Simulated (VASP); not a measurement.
HC18: single point with PBE

The system is HC18, a slab with vacuum.

```
C H
1.0
     7.39800    0.00000    0.00000
    -3.69900    6.40686    0.00000
     0.00000    0.00000   11.00000
C H
18 1
Direct
  0.99970 0.00104 0.09101
  0.21931 0.10778 0.08737
  0.99769 0.32922 0.08437
  0.21918 0.43997 0.08388
  0.99970 0.65941 0.09101
  0.21930 0.77227 0.08736
  0.32990 0.99532 0.08815
  0.55250 0.10662 0.08773
  0.32992 0.32922 0.08436
  0.55135 0.43982 0.08738
  0.32992 0.66145 0.08435
  0.55135 0.77227 0.08736
  0.66381 0.99533 0.08816
  0.88685 0.10779 0.08739
  0.66381 0.32923 0.08817
  0.88685 0.43982 0.08739
  0.65808 0.65941 0.09099
  0.88584 0.77329 0.11228
  0.88577 0.77325 0.21492
```

```yaml
Program: VASP 6.6.1
Task: single point
Functional: PBE
Potentials_or_basis: VASP PAW PBE potentials, release 64 (C, H)
Cutoff: 520 eV
k_mesh: 2 × 2 × 1
Occupations: gaussian, width 0.02 eV
Spin: collinear spin
Starting_moments: "[0.0, 0.0, 0.0, 0.0, 0.0, 0.0, 0.0, 0.0, 0.0, 0.0, 0.0, 0.0, 0.0, 0.0, 0.0, 0.0, 0.0, 0.0, 1.0] μB"
Dipole_correction: no
Further_INCAR_settings: LREAL = Auto; ALGO = Normal; EDIFF = 1e-06; NBANDS = 56
```

The largest force is 0.034 eV/Å, the net moment is 0.00 μB per cell and the valence electrons inside the program's atomic spheres are C 2.64, 2.67, 2.66, 2.65 (each value once); H 0.62.

Forces on the atoms (eV/Å):
```
C    0.004  0.001 -0.007
C    0.003  0.004  0.001
C    0.006  0.003  0.004
C    0.000 -0.002 -0.002
C    0.002  0.003 -0.008
C    0.005  0.004  0.003
C   -0.001 -0.002 -0.002
C    0.002  0.002  0.010
C   -0.009 -0.004  0.003
C    0.000 -0.002 -0.003
C   -0.008 -0.005  0.002
C   -0.001  0.002 -0.002
C    0.000 -0.002 -0.002
C   -0.005  0.000 -0.004
C   -0.001  0.001 -0.002
C   -0.001 -0.008 -0.004
C    0.006  0.004 -0.005
C   -0.002 -0.001 -0.014
H    0.001  0.001  0.034
```

Levels at points of the mesh, in eV from the Fermi level:
Spin up:
```tsv
k point	band 33	band 34	band 35	band 36	band 37	band 38	band 39	band 40
(0.00, 0.00, 0.00)	-3.12	-3.12	-1.81	-0.12	-0.12	-0.04	2.09	3.06
(0.50, 0.00, 0.00)	-2.79	-2.76	-2.68	-2.47	0.05	1.80	2.38	2.43
(0.00, 0.50, 0.00)	-2.79	-2.76	-2.68	-2.47	0.05	1.80	2.38	2.43
(0.50, 0.50, 0.00)	-2.79	-2.76	-2.68	-2.47	0.05	1.80	2.38	2.43
```
Spin down:
| k point | band 33 | band 34 | band 35 | band 36 | band 37 | band 38 | band 39 | band 40 |
| --- | --- | --- | --- | --- | --- | --- | --- | --- |
| (0.00, 0.00, 0.00) | -3.12 | -3.12 | -1.81 | -0.12 | -0.12 | -0.04 | 2.09 | 3.06 |
| (0.50, 0.00, 0.00) | -2.79 | -2.76 | -2.68 | -2.47 | 0.05 | 1.80 | 2.38 | 2.43 |
| (0.00, 0.50, 0.00) | -2.79 | -2.76 | -2.68 | -2.47 | 0.05 | 1.80 | 2.38 | 2.43 |
| (0.50, 0.50, 0.00) | -2.79 | -2.76 | -2.68 | -2.47 | 0.05 | 1.80 | 2.38 | 2.43 |

It took 9.6 min on 1 thread of Intel(R) Xeon(R) Platinum 8259CL CPU @ 2.50GHz (Skylake/Cascade Lake) (shared host), peak memory 0.78 GiB.

Caveat: the k points lie up to 0.49 Å⁻¹ apart.
